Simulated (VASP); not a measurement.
Set up this calculation in VASP 6.6.1, as the native input.

```
Task                   : relaxation of cell and atoms
Functional             : PBE
Potentials or basis    : VASP PAW PBE potentials, release 64 (Re, Sb)
Cutoff                 : 600 eV
k mesh                 : 16 × 16 × 6
Occupations            : gaussian, width 0.1 eV
Spin                   : no spin polarisation
Dipole correction      : no
Further INCAR settings : ALGO = Normal; EDIFF = 1e-07; IBRION = 2; EDIFFG = -0.01; NSW = 100; ISIF = 3
```

The structure of ReSb2 lies in POSCAR:

```
ReSb2
1.0
    2.9747611329      0.0000000000      0.0000000000
    0.0000000000      2.9747611329      0.0000000000
    0.0000000000      0.0000000000      8.3693471429
Re Sb
1 2
Direct
    0.0000000000      0.0000000000      0.0000000000
    0.5000000000      0.0000000000      0.2773270679
    0.0000000000      0.5000000000      0.7226729321
```

This cell differs from its parent crystal: atoms taken out.

One way to write it, as run:

INCAR

```
SYSTEM = ReSb2
ALGO     = Normal         ! electronic algorithm
EDIFF    = 1E-7           ! SCF threshold, eV
EDIFFG   = -0.01          ! ionic threshold
ENCUT    = 600            ! plane-wave cutoff, eV
GGA      = PE             ! functional
IBRION   = 2              ! ionic algorithm
ISIF     = 3              ! what is computed and relaxed
ISMEAR   = 0              ! smearing method
LASPH    = .TRUE.         ! aspherical terms in the spheres
LCHARG   = .FALSE.        ! write CHGCAR
LREAL    = .FALSE.        ! projectors in reciprocal space
LWAVE    = .FALSE.        ! write WAVECAR
NELM     = 60             ! most SCF steps
NSW      = 100            ! ionic steps
PREC     = Accurate       ! precision mode
SIGMA    = 0.1            ! smearing width, eV
```

KPOINTS

```
k-points
0
G
  16 16 6
  0 0 0
```

Potentials or basis: VASP PAW PBE potentials, release 64 (Re, Sb).

Launch:

```bash
$ cat potpaw_PBE.64/Re/POTCAR potpaw_PBE.64/Sb/POTCAR > POTCAR
$ mpirun -np 1 vasp_std > vasp.out
```

Results of the run:

| Item | Value |
| --- | --- |
| Relaxed volume | 25.38 Å³/atom |
| Relaxed cell | a = 3.002 Å, b = 3.002 Å, c = 8.446 Å, α = 90.00°, β = 90.00°, γ = 90.00° |
| Space group after relaxing (to 0.1 Å) | P-4m2 (No. 115) |
| Energy gained by relaxing | 1.7 meV/atom |
| Ionic steps | 17 |
| Pressure after relaxing | 0.0 GPa |
| Band gap on the k mesh | zero (an odd number of electrons rules out a gap without spin polarisation) |

Caveat: the cell differs from its parent crystal (atoms taken out); spin-orbit coupling is left out, which moves the levels of the heavy elements.

It took 13 min on 1 thread of Intel(R) Xeon(R) 6975P-C (Granite Rapids), with other jobs on the host, peak memory 0.42 GiB.
